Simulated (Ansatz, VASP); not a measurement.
**One calculation of Ba3ZnF, two programs**

Contents of INCAR:

```
SYSTEM = Ba3ZnF
PREC = Accurate
ENCUT = 520
EDIFF = 1E-6
ISMEAR = 0
SIGMA = 0.1
LREAL = .False.
LASPH = .True.
NELM = 60
ALGO = Normal
ISIF = 2
LWAVE = .False.
LCHARG = .False.
GGA = PE
NBANDS = 32
```

The input KPOINTS:

```
regular mesh
0
Gamma
  4 4 4
  0 0 0
```

File POSCAR:

```
Ba3ZnF
1.0
    4.9529792300      0.0000000000      0.0000000000
    0.0000000000      4.9529792300      0.0000000000
    0.0000000000      0.0000000000      4.9529792300
Ba Zn F
3 1 1
Direct
    0.0000000000      0.5000000000      0.5000000000
    0.5000000000      0.0000000000      0.5000000000
    0.5000000000      0.5000000000      0.0000000000
    0.0000000000      0.0000000000      0.0000000000
    0.5000000000      0.5000000000      0.5000000000
```

Input for Ansatz:

```yaml
crystal:
  lattice:
    - [4.95297923, 0.0, 0.0]
    - [0.0, 4.95297923, 0.0]
    - [0.0, 0.0, 4.95297923]
  atoms:
    - { symbol: Ba, position: [0.0, 0.5, 0.5] }
    - { symbol: Ba, position: [0.5, 0.0, 0.5] }
    - { symbol: Ba, position: [0.5, 0.5, 0.0] }
    - { symbol: Zn, position: [0.0, 0.0, 0.0] }
    - { symbol: F, position: [0.5, 0.5, 0.5] }
basis:
  ecutwfc: 420
kpoints:
  mp_grid: { grid: [4, 4, 4] }
hamiltonian:
  xc: pbe
scf:
  occupations: { method: gaussian, width: 0.1 }
  lower_state_search: "off"
output:
  forces: true
  stress: true
  eigenvalues: true
```

Change from the starting cell: species swapped into the CdNi3N type (Pm-3m, No. 221).

Alike in both runs: task single point; functional PBE; k mesh 4 × 4 × 4; occupations gaussian, width 0.1 eV; no spin polarisation.

|  | VASP | Ansatz |
| --- | --- | --- |
| version | VASP 6.6.1 | Ansatz 0.2.0 |
| potentials or method | VASP PAW PBE potentials, release 64 (Ba_sv, Zn, F), cutoff 520 eV | scalar-relativistic, plane waves, PAW |
| valence electrons in the cell | 49 | 49 |

|  | VASP | Ansatz | Ansatz less VASP |
| --- | --- | --- | --- |
| gap on the k mesh at the Fermi level (eV) | none | none | - |
| pressure (GPa) | 18.3 | 16.5 | -1.80 |

A gap of «none» marks a metal or a gap that the smearing closes.

Neither program's run includes spin-orbit coupling.
